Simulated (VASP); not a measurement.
A run of VASP 6.6.1:

The input INCAR:

```
SYSTEM = C
  ALGO = Normal
  EDIFF = 1E-7
  ENCUT = 520
  GGA = PE
  ISIF = 2
  ISMEAR = 0
  ISPIN = 2
  IVDW = 12
  LASPH = .TRUE.
  LCHARG = .FALSE.
  LORBIT = 11
  LREAL = .FALSE.
  LWAVE = .FALSE.
  MAGMOM = 1 1 1 1 1 1 1 1 1 1 1 1
  NBANDS = 40
  NELM = 150
  PREC = Accurate
  SIGMA = 0.1
```

KPOINTS

```
k-points
0
G
  12 12 1
  0 0 0
```

File POSCAR:

```
C
1.0
    2.4562499605      0.0000000000      0.0000000000
   -1.2281249803      2.1271748638      0.0000000000
    0.0000000000      0.0000000000     29.4918787000
C
12
Direct
    0.6666666700      0.3333333300      0.9983718000
    0.6666666700      0.3333333300      0.4983719100
    0.6666666700      0.3333333300      0.7327879500
    0.6666666700      0.3333333300      0.2327903300
    0.0000000000      0.0000000000      0.6158379900
    0.3333333300      0.6666666700      0.2327879500
    0.0000000000      0.0000000000      0.1158379900
    0.6666666700      0.3333333300      0.6158400100
    0.3333333300      0.6666666700      0.7327903300
    0.3333333300      0.6666666700      0.1158400100
    0.3333333300      0.6666666700      0.4983718000
    0.3333333300      0.6666666700      0.9983719100
```

Potentials or basis: VASP PAW PBE potentials, release 64 (C).

Run with:

```sh
$ cat potpaw_PBE.64/C/POTCAR > POTCAR
$ mpirun -np 1 vasp_std > vasp.out
```

Hardware: 1 thread of Intel(R) Xeon(R) 6975P-C (Granite Rapids), on a shared host.

Estimate the wall time of this run.

Wall time 4.5 min on 1 thread of Intel(R) Xeon(R) 6975P-C (Granite Rapids), with other jobs on the host, peak memory 0.4 GiB. Counts: scf iterations 28, k points 19.
